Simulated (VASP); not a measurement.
# CaS (Fm-3m) in VASP: a series of runs, part 2 of 2

VASP 6.6.1. The steps go on from the part before.

## (3) Single point, BLYP+D3(BJ)

Input file INCAR:

```
SYSTEM = CaS
PREC = Accurate
ENCUT = 500
EDIFF = 1E-6
ISMEAR = 0
SIGMA = 0.05
LREAL = .False.
LASPH = .True.
NELM = 120
ALGO = Normal
ISIF = 2
LWAVE = .False.
LCHARG = .False.
GGA = B5
ALDAX = 1.0
AGGAX = 1.0
AGGAC = 1.0
ALDAC = 0.0
IVDW = 12
VDW_S6 = 1.0
VDW_S8 = 2.6996
VDW_A1 = 0.4298
VDW_A2 = 4.2359
NBANDS = 15
GGA_COMPAT = .False.
```

Input file KPOINTS:

```
Automatic mesh
0
Gamma
  8 8 8
  0 0 0
```

Input file POSCAR:

```
CaS
1.0
    0.0000000000      2.8415192879      2.8415192879
    2.8415192879      0.0000000000      2.8415192879
    2.8415192879      2.8415192879      0.0000000000
Ca S
1 1
Direct
    0.5000000000      0.5000000000      0.5000000000
    0.0000000000      0.0000000000      0.0000000000
```

Potentials or basis: VASP PAW PBE potentials, release 64 (Ca_sv, S).

Launch:

```bash
$ cat potpaw_PBE.64/Ca_sv/POTCAR potpaw_PBE.64/S/POTCAR > POTCAR
$ mpirun -np 1 vasp_std > vasp.out
```

OUTCAR:

```text
SYSTEM = CaS
   PREC = Accurate
   ENCUT = 500
   EDIFF = 1E-6
   ISMEAR = 0
   LREAL = .False.
   LASPH = .True.
   NELM = 120
   ISIF = 2
   GGA = B5
   IVDW = 12
 IVDW          = 12

 ion  position               nearest neighbor table
   1  0.500  0.500  0.500-   2 2.84   2 2.84   2 2.84   2 2.84   2 2.84   2 2.84
   2  0.000  0.000  0.000-   1 2.84   1 2.84   1 2.84   1 2.84   1 2.84   1 2.84

  LATTYP: Found a face centered cubic cell.
 ALAT       =     5.6830385758

  Lattice vectors:

 A1 = (   0.0000000000,   2.8415192879,   2.8415192879)
 A2 = (   2.8415192879,   0.0000000000,   2.8415192879)
 A3 = (   2.8415192879,   2.8415192879,   0.0000000000)

[... 617 lines left out ...]

 Edisp (eV)   -1.54260

 E8    (eV) :    -1.1405

  FORCE on cell =-STRESS in cart. coord.  units (eV):
  Direction    XX          YY          ZZ          XY          YZ          ZX
  --------------------------------------------------------------------------------------
  -------------------------------------------------------------------------------------
  Total      -0.62386    -0.62386    -0.62386     0.00000     0.00000     0.00000
  in kB     -21.78285   -21.78285   -21.78285     0.00000     0.00000     0.00000
  external pressure =      -21.78 kB  Pullay stress =        0.00 kB

 VOLUME and BASIS-vectors are now :
 -----------------------------------------------------------------------------
  energy-cutoff  :      500.00
  volume of cell :       45.89
      direct lattice vectors                 reciprocal lattice vectors
     0.000000000  2.841519288  2.841519288    -0.175962205  0.175962205  0.175962205
     2.841519288  0.000000000  2.841519288     0.175962205 -0.175962205  0.175962205
     2.841519288  2.841519288  0.000000000     0.175962205  0.175962205 -0.175962205

 POSITION                                       TOTAL-FORCE (eV/Angst)
 -----------------------------------------------------------------------------------
      2.84152      2.84152      2.84152        -0.000000      0.000000     -0.000000
      0.00000      0.00000      0.00000         0.000000     -0.000000      0.000000
 -----------------------------------------------------------------------------------
    total drift:                                0.000000      0.000000      0.000000

  FREE ENERGIE OF THE ION-ELECTRON SYSTEM (eV)
  ---------------------------------------------------
  free  energy   TOTEN  =       -11.0189874662 eV

  energy  without entropy=      -11.0189874662  energy(sigma->0) =      -11.01898747
```

OSZICAR:

```text
N       E                     dE             d eps       ncg     rms          rms(c)
DAV:   1     0.106605278466E+03    0.10661E+03   -0.76281E+03   870   0.955E+02
DAV:   2    -0.369210485526E+01   -0.11030E+03   -0.10402E+03  1059   0.259E+02
DAV:   3    -0.972929657893E+01   -0.60372E+01   -0.59966E+01  1570   0.503E+01
DAV:   4    -0.985398390798E+01   -0.12469E+00   -0.12465E+00  1083   0.570E+00
DAV:   5    -0.985621005479E+01   -0.22261E-02   -0.22261E-02  1262   0.717E-01    0.491E+00
DAV:   6    -0.948216372532E+01    0.37405E+00   -0.63010E-01  1045   0.387E+00    0.331E+00
DAV:   7    -0.947096864314E+01    0.11195E-01   -0.14062E-01  1164   0.220E+00    0.223E+00
DAV:   8    -0.947716128989E+01   -0.61926E-02   -0.22629E-02   926   0.133E+00    0.416E-01
DAV:   9    -0.947619783213E+01    0.96346E-03   -0.21049E-03  1024   0.438E-01    0.820E-02
DAV:  10    -0.947634168647E+01   -0.14385E-03   -0.30413E-04  1190   0.128E-01    0.631E-02
DAV:  11    -0.947638548088E+01   -0.43794E-04   -0.67483E-05   982   0.666E-02    0.272E-02
DAV:  12    -0.947638518051E+01    0.30037E-06   -0.27651E-06  1113   0.142E-02
   1 F= -.11018987E+02 E0= -.11018987E+02  d E =-.778652E-20
```

Run time: 49 s. Hardware: 1 thread of AMD EPYC 7R13, shared host; peak memory 0.15 GiB.

Results:

| Item | Value |
| --- | --- |
| Free energy | -11.0190 eV |
| Pressure | -2.2 GPa |
| Band gap on the k mesh | 2.44 eV, indirect (least direct gap 3.22 eV) |
| Dispersion energy per atom | -0.771 eV |

Caveat: the PAW data sets were made with another functional, which shifts forces and pressure a little. A k mesh can miss the band edges.

## (4) Single point, PBE+D3(BJ)

Input file INCAR:

```
SYSTEM = CaS
PREC = Accurate
ENCUT = 500
EDIFF = 1E-6
ISMEAR = 0
SIGMA = 0.05
LREAL = .FALSE.
LASPH = .TRUE.
NELM = 120
ALGO = Normal
ISIF = 2
LWAVE = .FALSE.
LCHARG = .TRUE.
GGA = PE
IVDW = 12
LELF = .TRUE.
LVHAR = .TRUE.
NBANDS = 15
GGA_COMPAT = .FALSE.
```

Input file KPOINTS:

```
Automatic mesh
0
G
  8 8 8
  0 0 0
```

Input file POSCAR:

```
CaS
1.0
    0.0000000000      2.8430011916      2.8430011916
    2.8430011916      0.0000000000      2.8430011916
    2.8430011916      2.8430011916      0.0000000000
Ca S
1 1
Direct
    0.5000000000      0.5000000000      0.5000000000
    0.0000000000      0.0000000000      0.0000000000
```

Launch:

```bash
$ cat potpaw_PBE.64/Ca_sv/POTCAR potpaw_PBE.64/S/POTCAR > POTCAR
$ mpirun -np 1 vasp_std > vasp.out
```

Run time: 48 s. Hardware: 1 thread of AMD EPYC 7R13, shared host; peak memory 0.15 GiB.

Results (log left out):

| Item | Value |
| --- | --- |
| Free energy | -11.0349 eV |
| Pressure | -1.5 GPa |
| Band gap on the k mesh | 2.35 eV, indirect (least direct gap 3.16 eV) |
| Dispersion energy per atom | -0.336 eV |

Levels at points of the mesh, in eV from the valence-band top:
| k point | band 4 | band 5 | band 6 | band 7 | band 8 | band 9 | band 10 | band 11 | band 12 | band 13 |
| --- | --- | --- | --- | --- | --- | --- | --- | --- | --- | --- |
| (0.00, 0.00, 0.00) | -20.16 | -11.34 | 0.00 | 0.00 | 0.00 | 4.16 | 4.16 | 4.16 | 4.18 | 4.76 |
| (0.50, 0.00, 0.00) | -20.17 | -10.52 | -3.11 | -1.17 | -1.17 | 5.23 | 6.08 | 6.21 | 6.21 | 8.18 |
| (0.50, 0.50, 0.00) | -20.21 | -10.71 | -2.28 | -0.81 | -0.81 | 2.35 | 5.61 | 6.04 | 6.80 | 6.81 |

A k mesh can miss the band edges. PBE gaps usually lie below the measured ones, often by a third to a half.

## (5) Single point, PBE+D3(BJ) (volume scaled by 1.02)

Input file INCAR:

```
  PREC = Accurate
  ENCUT = 500
  EDIFF = 1E-6
  ISMEAR = 0
  SIGMA = 0.05
  LREAL = F
  LASPH = T
  NELM = 120
  ALGO = Normal
  ISIF = 2
  LWAVE = F
  LCHARG = F
  GGA = PE
  IVDW = 12
  NBANDS = 15
  GGA_COMPAT = F
```

Input file KPOINTS:

```
Automatic mesh
0
Gamma
  8 8 8
```

Input file POSCAR:

```
CaS
1.0
    0.0000000000      2.8357055961      2.8357055961
    2.8357055961      0.0000000000      2.8357055961
    2.8357055961      2.8357055961      0.0000000000
Ca S
1 1
Direct
    0.5000000000      0.5000000000      0.5000000000
    0.0000000000      0.0000000000      0.0000000000
```

Launch:

```bash
$ cat potpaw_PBE.64/Ca_sv/POTCAR potpaw_PBE.64/S/POTCAR > POTCAR
$ mpirun -np 1 vasp_std > vasp.out
```

Run time: 40 s. Hardware: 1 thread of AMD EPYC 7R13, shared host; peak memory 0.15 GiB.

Results (log left out):

| Quantity | Value |
| --- | --- |
| Free energy | -11.0375 eV |
| Pressure | -1.0 GPa |
| Band gap on the k mesh | 2.33 eV, indirect (least direct gap 3.14 eV) |
| Dispersion energy per atom | -0.339 eV |

Levels at points of the mesh, in eV from the valence-band top:
| k point | band 6 | band 7 | band 8 | band 9 | band 10 | band 11 |
| --- | --- | --- | --- | --- | --- | --- |
| (0.00, 0.00, 0.00) | 0.00 | 0.00 | 0.00 | 4.16 | 4.16 | 4.16 |
| (0.50, 0.00, 0.00) | -3.14 | -1.18 | -1.18 | 5.24 | 6.11 | 6.24 |
| (0.50, 0.50, 0.00) | -2.30 | -0.81 | -0.81 | 2.33 | 5.63 | 6.08 |

 A k mesh can miss the band edges.

## (6) The runs side by side

```csv
level,cell,gap on the mesh (eV),pressure (GPa)
BLYP+D3(BJ),"a = 4.021 Å, angles 60.0°, 2 atoms",2.44,-2.3
BLYP+D3(BJ),"a = 4.019 Å, angles 60.0°, 2 atoms",2.44,-2.2
PBE+D3(BJ),"a = 4.021 Å, angles 60.0°, 2 atoms",2.35,-1.5
PBE+D3(BJ),"a = 4.010 Å, angles 60.0°, 2 atoms",2.33,-1.0
```

Alike in all rows: task single point; potentials or basis VASP PAW PBE potentials, release 64 (Ca_sv, S); no spin polarisation; k mesh 8 × 8 × 8; cutoff (eV) 500; smearing gaussian 0.05 eV.

Caveats: the PAW data sets were made with another functional, which shifts forces and pressure a little (some runs).

Absolute energies hang on the potentials; compare differences alone.
